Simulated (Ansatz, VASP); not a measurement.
## TaSiO4 in VASP and in Ansatz

```
CELL_PARAMETERS angstrom
3.48169 0.00000 0.00000
0.00000 3.48169 0.00000
0.00000 0.00000 4.92981
ATOMIC_POSITIONS crystal
Ta 0.50000 0.50000 0.50000
Si 0.00000 0.00000 0.00000
O 0.50000 0.00000 0.74581
O 0.00000 0.50000 0.25419
O 0.50000 0.00000 0.25419
O 0.00000 0.50000 0.74581
```

Change from the starting cell: species swapped into the GdYH4 type (P4/mmm, No. 123).

Alike in both runs: task relaxation of cell and atoms; functional PBE; k mesh 6 × 6 × 4; occupations gaussian, width 0.1 eV; no spin polarisation.

|  | VASP | Ansatz |
| --- | --- | --- |
| version | VASP 6.6.1 | Ansatz 0.2.0 |
| potentials or method | VASP PAW PBE potentials, release 64 (Ta_pv, Si, O), cutoff 600 eV | scalar-relativistic, plane waves, PAW |
| valence electrons in the cell | 39 | 41 |

|  | VASP | Ansatz | Ansatz less VASP |
| --- | --- | --- | --- |
| gap on the k mesh at the Fermi level, each at its own relaxed structure (eV) | none | none | - |
| relaxed volume (Å³/atom) | 9.42 | 9.43 | +0.004 |
| relaxed length of the cell vector where the two differ most in proportion (Å) | 3.401 | 3.402 | +0.0011 |

A gap of «none» marks a metal or a gap that the smearing closes. VASP's potentials hold 39 valence electrons a cell and Ansatz's 41, so a difference there can come from the potentials and not from the codes.

Spin-orbit coupling is off throughout.
